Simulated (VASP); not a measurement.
Set up this calculation in VASP 6.6.1, as the native input.

- Task: single point
- Functional: HSE06
- Potentials or basis: VASP PAW PBE potentials, release 64 (Ba_sv, Te)
- Cutoff: 400 eV
- k mesh: 4 × 4 × 4
- Occupations: gaussian, width 0.01 eV
- Spin: no spin polarisation
- Dipole correction: no
- Grid for exact exchange (PRECFOCK): Normal
- Further INCAR settings: ALGO = Normal; EDIFF = 1e-06; NBANDS = 15
- Share of exact exchange: 0.25
- Screening parameter: 0.2079 1/Å

The system is BaTe.

```xyz
2
Lattice="-0.0783 3.8359 3.8359 3.8359 -0.0783 3.8359 3.8359 3.8359 -0.0783" Properties=species:S:1:pos:R:3 pbc="T T T"
Ba   -0.0186   -0.0186   -0.0186
Te    1.9169    1.9169    1.9169
```

This cell differs from its parent crystal: strain along [111] -3.0%.

The input as run:

POSCAR

```
BaTe
1.0
   -0.0782831733      3.8358754929      3.8358754929
    3.8358754929     -0.0782831733      3.8358754929
    3.8358754929      3.8358754929     -0.0782831733
Ba Te
1 1
Direct
   -0.0024443304     -0.0024443304     -0.0024443304
    0.2524443304      0.2524443304      0.2524443304
```

INCAR.step1

```
ALGO = Normal
EDIFF = 1E-5
ENCUT = 400
GGA = PE
GGA_COMPAT = F
ISIF = 2
ISMEAR = 0
LASPH = T
LCHARG = F
LREAL = F
LWAVE = T
NBANDS = 15
NELM = 120
PREC = Accurate
SIGMA = 0.01
```

INCAR.step2

```
ALGO = Normal
EDIFF = 1E-6
ENCUT = 400
GGA = PE
GGA_COMPAT = F
HFSCREEN = 0.2079
ISIF = 2
ISMEAR = 0
ISTART = 1
LASPH = T
LCHARG = F
LHFCALC = T
LREAL = F
LWAVE = F
NBANDS = 15
NELM = 120
PREC = Accurate
PRECFOCK = Normal
SIGMA = 0.01
```

KPOINTS

```
k-points
0
Gamma
  4 4 4
```

Potentials or basis: VASP PAW PBE potentials, release 64 (Ba_sv, Te).

Command:

```console
$ cat potpaw_PBE.64/Ba_sv/POTCAR potpaw_PBE.64/Te/POTCAR > POTCAR
$ cp INCAR.step1 INCAR
$ mpirun -np 1 vasp_std > vasp.out
$ cp INCAR.step2 INCAR
$ mpirun -np 1 vasp_std > vasp.out
```

Results of the run:

```yaml
Pressure: 0.6 GPa
Largest_force: 0.004 eV/Å
Band_gap_on_the_k_mesh: 3.32 eV (least direct gap 3.67 eV)
```

Caveat: the cell differs from its parent crystal (strain along [111] -3.0%); the PAW data sets were made with another functional, which shifts forces and pressure a little; spin-orbit coupling is left out, which moves the levels of the heavy elements.

Wall time 7.7 min on 1 thread of Intel(R) Xeon(R) Platinum 8488C (Sapphire Rapids), on a shared host, peak memory 0.32 GiB.
